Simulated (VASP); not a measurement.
Here is a VASP 6.6.1 calculation.

The input INCAR:

```
  PREC = Accurate
  ENCUT = 520
  EDIFF = 1E-6
  ISMEAR = 0
  SIGMA = 0.03
  LREAL = False
  LASPH = True
  NELM = 60
  ALGO = Normal
  ISIF = 2
  LWAVE = False
  LCHARG = True
  GGA = PE
  LELF = True
  LVHAR = True
  NBANDS = 43
```

The input KPOINTS:

```
Automatic mesh
0
Gamma
  9 9 6
```

Contents of POSCAR:

```
Si2W
1.0
    4.5199185558      0.0000000000      0.0000000000
   -2.2599592779      3.9143642923      0.0000000000
    0.0000000000      0.0000000000      6.9276791704
Si W
6 3
Direct
    0.8175753463      0.6351506926      0.5000000000
    0.1824246537      0.8175753463      0.8333333333
    0.6351506926      0.8175753463      0.1666666667
    0.1824246537      0.3648493074      0.5000000000
    0.8175753463      0.1824246537      0.8333333333
    0.3648493074      0.1824246537      0.1666666667
    0.0000000000      0.5000000000      0.1666666667
    0.5000000000      0.5000000000      0.8333333333
    0.5000000000      0.0000000000      0.5000000000
```

Potentials or basis: VASP PAW PBE potentials, release 64 (Si, W_sv).

Run with:

```bash
$ cat potpaw_PBE.64/Si/POTCAR potpaw_PBE.64/W_sv/POTCAR > POTCAR
$ mpirun -np 1 vasp_std > vasp.out
```

(1) Predict the largest force.

(2) Predict the band gap on the k mesh.

(3) Estimate the pressure.

Results:

(1) 2.409 eV/Å.

(2) 0.34 eV (least direct gap 0.77 eV).

(3) 4.1 GPa.

Caveat: the cell stands under pressure; spin-orbit coupling is left out, which moves the levels of the heavy elements; an odd mesh through Γ misses points on the zone boundary, where band edges can lie; forces of over 1 eV/Å act on the atoms, so gaps and moduli don't describe the material at rest.
